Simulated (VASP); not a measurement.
Set up this calculation in VASP 6.6.1, as the native input.

```yaml
Task: relaxation of cell and atoms
Functional: PBEsol
Potentials_or_basis: VASP PAW PBE potentials, release 64 (Ba_sv, Zr_sv, O)
Cutoff: 600 eV
k_mesh: 6 × 6 × 6
Occupations: fermi-dirac, width 0.02 eV
Spin: no spin polarisation
Dipole_correction: no
Further_INCAR_settings: ALGO = Normal; EDIFF = 1e-06; IBRION = 2; EDIFFG = -0.005; NSW = 80; ISIF = 3
```

The structure of BaZrO3 lies in POSCAR:

```
BaZrO3
1.0
    4.2271113581      0.0000000000      0.0000000000
    0.0000000000      4.2271113581      0.0000000000
    0.0000000000      0.0000000000      4.2272836404
Ba Zr O
1 1 3
Direct
    0.5000000000      0.5000000000      0.5720206902
    0.0000000000      0.0000000000      0.0720022261
    0.0000000000      0.5000000000      0.0719871508
    0.5000000000      0.0000000000      0.0719871508
    0.0000000000      0.0000000000      0.5719997722
```

These files were run (other wordings do the same):

INCAR

```
ALGO = Normal
EDIFF = 1E-6
EDIFFG = -0.005
ENCUT = 600
GGA = PS
IBRION = 2
ISIF = 3
ISMEAR = -1
LASPH = True
LCHARG = False
LREAL = False
LWAVE = False
NELM = 100
NSW = 80
PREC = Accurate
SIGMA = 0.02
```

KPOINTS

```
k-points
0
Gamma
  6 6 6
```

Potentials or basis: VASP PAW PBE potentials, release 64 (Ba_sv, Zr_sv, O).

The run is started by

```bash
$ cat potpaw_PBE.64/Ba_sv/POTCAR potpaw_PBE.64/Zr_sv/POTCAR potpaw_PBE.64/O/POTCAR > POTCAR
$ mpirun -np 1 vasp_std > vasp.out
```

Results of the run:

The relaxed volume is 14.71 Å³/atom. The relaxed cell is a = 4.189 Å, b = 4.189 Å, c = 4.189 Å, α = 90.00°, β = 90.00°, γ = 90.00°, the space group after relaxing (to 0.1 Å) is Pm-3m (No. 221) and the energy gained by relaxing is 5.3 meV/atom. The ionic steps are 3, the pressure after relaxing is 0.0 GPa and the band gap on the k mesh is 3.11 eV (least direct gap 3.33 eV).

Caveat: the PAW data sets were made with another functional, which shifts forces and pressure a little; spin-orbit coupling is left out, which moves the levels of the heavy elements.

Run time: 5.1 min on 1 thread of Intel Xeon 8259CL (shared host), peak memory 0.29 GiB.
